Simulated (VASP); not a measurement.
Wanted: the native input for a VASP 6.6.1 run.

| Quantity | Value |
| --- | --- |
| Task | single point |
| Functional | HSE06 |
| Potentials or basis | VASP PAW PBE potentials, release 64 (Al, Ga_d, N) |
| Cutoff | 520 eV |
| k mesh | 1 × 1 × 1, shifted |
| Occupations | fermi-dirac, width 0.05 eV |
| Spin | no spin polarisation |
| Dipole correction | no |
| Grid for exact exchange (PRECFOCK) | Fast |
| Further INCAR settings | LREAL = Auto; ALGO = Normal; EDIFF = 1e-06; NBANDS = 191; ISYM = 0 |
| Screening parameter | 0.2079 1/Å |

Crystal: Al27Ga5N32.

```
CELL_PARAMETERS angstrom
8.84431 0.00000 0.00000
0.00000 8.84431 0.00000
0.00000 0.00000 8.84431
ATOMIC_POSITIONS crystal
Al 0.96940 0.02548 0.01439
Al 0.98932 0.00480 0.51859
Al 0.96998 0.51824 0.02069
Al 0.47305 0.00528 0.01335
Al 0.46834 0.02670 0.51975
Al 0.46416 0.52064 0.02826
Al 0.47559 0.50119 0.51966
Al 0.21809 0.24362 0.49861
Al 0.21394 0.74430 0.02991
Al 0.20345 0.76233 0.49073
Al 0.70009 0.27166 0.01091
Al 0.74797 0.26326 0.49706
Al 0.71773 0.76250 0.02265
Al 0.73328 0.77995 0.51145
Al 0.22439 0.00527 0.24828
Al 0.22973 0.98148 0.78302
Al 0.22595 0.50398 0.27344
Al 0.72698 0.02073 0.25022
Al 0.72808 0.51362 0.26004
Al 0.71616 0.49073 0.76591
Al 0.97152 0.26880 0.24117
Al 0.96268 0.25170 0.76771
Al 0.95272 0.73442 0.25188
Al 0.97784 0.77282 0.76870
Al 0.45232 0.26721 0.26912
Al 0.45463 0.25977 0.74274
Al 0.47946 0.76419 0.28843
Ga 0.95969 0.50308 0.53679
Ga 0.24033 0.27270 0.99121
Ga 0.21280 0.49790 0.73383
Ga 0.72396 0.01116 0.76681
Ga 0.46499 0.75554 0.74611
N 0.10029 0.14962 0.11616
N 0.10322 0.12331 0.63531
N 0.09805 0.63119 0.15637
N 0.08396 0.65093 0.62375
N 0.60138 0.15896 0.15108
N 0.61015 0.15367 0.63463
N 0.60853 0.63823 0.16175
N 0.60876 0.61867 0.63832
N 0.35173 0.40463 0.14743
N 0.35289 0.37994 0.62121
N 0.35189 0.86192 0.13251
N 0.33173 0.88866 0.62323
N 0.83453 0.38471 0.14544
N 0.83314 0.38118 0.63992
N 0.84698 0.88725 0.13595
N 0.86000 0.91048 0.63433
N 0.35275 0.13466 0.37807
N 0.35574 0.13191 0.87273
N 0.35046 0.64000 0.39931
N 0.34457 0.63488 0.90897
N 0.86795 0.12648 0.36640
N 0.83696 0.14385 0.88475
N 0.83613 0.63702 0.41489
N 0.84692 0.62511 0.88564
N 0.09197 0.37907 0.37716
N 0.08054 0.39420 0.89264
N 0.06549 0.86598 0.38475
N 0.10630 0.86903 0.89643
N 0.60266 0.37380 0.37899
N 0.56421 0.38174 0.88827
N 0.60106 0.90713 0.39806
N 0.57714 0.87938 0.90408
```

One way to write it, as run:

POSCAR

```
Al27Ga5N32
1.0
    8.8443130000      0.0000000000      0.0000000000
    0.0000000000      8.8443130000      0.0000000000
    0.0000000000      0.0000000000      8.8443130000
Al Ga N
27 5 32
Direct
    0.9693970000      0.0254830000      0.0143900000
    0.9893240000      0.0047960000      0.5185870000
    0.9699790000      0.5182380000      0.0206940000
    0.4730520000      0.0052770000      0.0133480000
    0.4683350000      0.0266960000      0.5197510000
    0.4641560000      0.5206370000      0.0282610000
    0.4755920000      0.5011940000      0.5196600000
    0.2180920000      0.2436220000      0.4986050000
    0.2139450000      0.7443050000      0.0299120000
    0.2034500000      0.7623340000      0.4907340000
    0.7000890000      0.2716610000      0.0109100000
    0.7479680000      0.2632620000      0.4970560000
    0.7177300000      0.7624960000      0.0226500000
    0.7332790000      0.7799520000      0.5114500000
    0.2243890000      0.0052720000      0.2482790000
    0.2297310000      0.9814770000      0.7830220000
    0.2259550000      0.5039760000      0.2734410000
    0.7269820000      0.0207350000      0.2502190000
    0.7280750000      0.5136220000      0.2600420000
    0.7161610000      0.4907330000      0.7659120000
    0.9715170000      0.2687970000      0.2411700000
    0.9626830000      0.2517030000      0.7677100000
    0.9527210000      0.7344210000      0.2518760000
    0.9778430000      0.7728240000      0.7686980000
    0.4523240000      0.2672100000      0.2691230000
    0.4546320000      0.2597730000      0.7427430000
    0.4794580000      0.7641930000      0.2884260000
    0.9596860000      0.5030820000      0.5367880000
    0.2403290000      0.2727010000      0.9912060000
    0.2128030000      0.4978990000      0.7338330000
    0.7239620000      0.0111630000      0.7668100000
    0.4649920000      0.7555380000      0.7461090000
    0.1002870000      0.1496240000      0.1161570000
    0.1032190000      0.1233100000      0.6353090000
    0.0980540000      0.6311930000      0.1563750000
    0.0839650000      0.6509330000      0.6237490000
    0.6013780000      0.1589630000      0.1510790000
    0.6101480000      0.1536700000      0.6346300000
    0.6085300000      0.6382350000      0.1617460000
    0.6087620000      0.6186690000      0.6383240000
    0.3517300000      0.4046280000      0.1474310000
    0.3528850000      0.3799430000      0.6212110000
    0.3518940000      0.8619210000      0.1325050000
    0.3317290000      0.8886620000      0.6232310000
    0.8345330000      0.3847130000      0.1454400000
    0.8331390000      0.3811760000      0.6399250000
    0.8469800000      0.8872530000      0.1359460000
    0.8600030000      0.9104760000      0.6343330000
    0.3527530000      0.1346630000      0.3780690000
    0.3557380000      0.1319080000      0.8727300000
    0.3504560000      0.6399980000      0.3993070000
    0.3445650000      0.6348790000      0.9089740000
    0.8679480000      0.1264760000      0.3664050000
    0.8369600000      0.1438520000      0.8847520000
    0.8361330000      0.6370210000      0.4148890000
    0.8469230000      0.6251090000      0.8856360000
    0.0919710000      0.3790730000      0.3771550000
    0.0805430000      0.3942020000      0.8926360000
    0.0654860000      0.8659830000      0.3847470000
    0.1063050000      0.8690290000      0.8964270000
    0.6026640000      0.3738000000      0.3789940000
    0.5642100000      0.3817440000      0.8882690000
    0.6010640000      0.9071260000      0.3980640000
    0.5771360000      0.8793790000      0.9040810000
```

INCAR.step1

```
SYSTEM = Al27Ga5N32
PREC = Accurate ; ENCUT = 520
EDIFF = 1E-5 ; ISMEAR = -1
SIGMA = 0.05 ; LREAL = Auto
LASPH = .True. ; NELM = 60
ALGO = Normal ; ISIF = 2
LWAVE = .True. ; GGA = PE
ISYM = 0 ; NBANDS = 191
LUSENCCL = .False.
```

INCAR.step2

```
SYSTEM = Al27Ga5N32
PREC = Accurate ; ENCUT = 520
EDIFF = 1E-6 ; ISMEAR = -1
SIGMA = 0.05 ; LREAL = Auto
LASPH = .True. ; NELM = 60
ALGO = Normal ; ISIF = 2
LWAVE = .False. ; LCHARG = .True.
GGA = PE ; LHFCALC = .True.
HFSCREEN = 0.2079 ; PRECFOCK = Fast
LELF = .True. ; LVHAR = .True.
ISTART = 1 ; ISYM = 0
NBANDS = 191 ; LUSENCCL = .False.
```

KPOINTS

```
Automatic mesh
0
Gamma
  1 1 1
  0.25 0.25 0.25
```

Potentials or basis: VASP PAW PBE potentials, release 64 (Al, Ga_d, N).

Run with:

```sh
$ cat potpaw_PBE.64/Al/POTCAR potpaw_PBE.64/Ga_d/POTCAR potpaw_PBE.64/N/POTCAR > POTCAR
$ cp INCAR.step1 INCAR
$ mpirun -np 1 vasp_std > vasp.out
$ cp INCAR.step2 INCAR
$ mpirun -np 1 vasp_std > vasp.out
```

It gave:

```json
{"Pressure": "-2.1 GPa", "Largest force": "4.511 eV/Å", "Band gap on the k mesh": "4.31 eV, direct"}
```

Caveat: the k points lie up to 0.71 Å⁻¹ apart; the PAW data sets were made with another functional, which shifts forces and pressure a little.

It took 21 min on 1 × NVIDIA H100 80GB with 1 thread of Intel(R) Xeon(R) Platinum 8481C CPU @ 2.70GHz (Sapphire Rapids), with other jobs on the host, peak memory 1.7 GiB.
